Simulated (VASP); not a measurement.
## CdSe: single point with LDA

CdSe:

```
Cd Se
1.0
     2.97395    2.97395    0.00000
    -2.97395    2.97395    0.00000
     0.00000    2.97395    3.02202
Cd Se
1 1
Direct
  0.00000 0.00000 0.00000
  0.75000 0.25000 0.50000
```

This cell differs from its parent crystal: in-plane strain -0.01.

| Property | Result |
| --- | --- |
| Program | VASP 6.6.1 |
| Task | single point |
| Functional | LDA |
| Potentials or basis | VASP PAW LDA potentials, release 64 (Cd, Se) |
| Cutoff | 520 eV |
| k mesh | 6 × 6 × 6 |
| Occupations | gaussian, width 0.01 eV |
| Spin | no spin polarisation |

```
Pressure               : 1.4 GPa
Band gap on the k mesh : 0.45 eV, direct
```

Stress tensor (GPa, compression positive):
```
1.46 0.00 0.00
0.00 1.46 0.00
0.00 0.00 1.17
```

Levels at points of the mesh, in eV from the valence-band top:
```tsv
k point	band 7	band 8	band 9	band 10	band 11	band 12
(0.00, 0.00, 0.00)	-0.06	0.00	0.00	0.45	5.77	5.77
(0.50, 0.00, 0.00)	-4.81	-0.90	-0.82	2.23	6.25	6.37
(0.50, 0.50, 0.00)	-4.39	-2.13	-2.10	2.80	3.58	9.16
(0.00, 0.00, 0.50)	-4.49	-2.04	-2.04	2.86	3.72	9.01
```

Wall time 7.8 s on 1 thread of Intel(R) Xeon(R) 6975P-C (Granite Rapids), with other jobs on the host, peak memory 0.16 GiB.

Caveat: the cell differs from its parent crystal (in-plane strain -0.01).
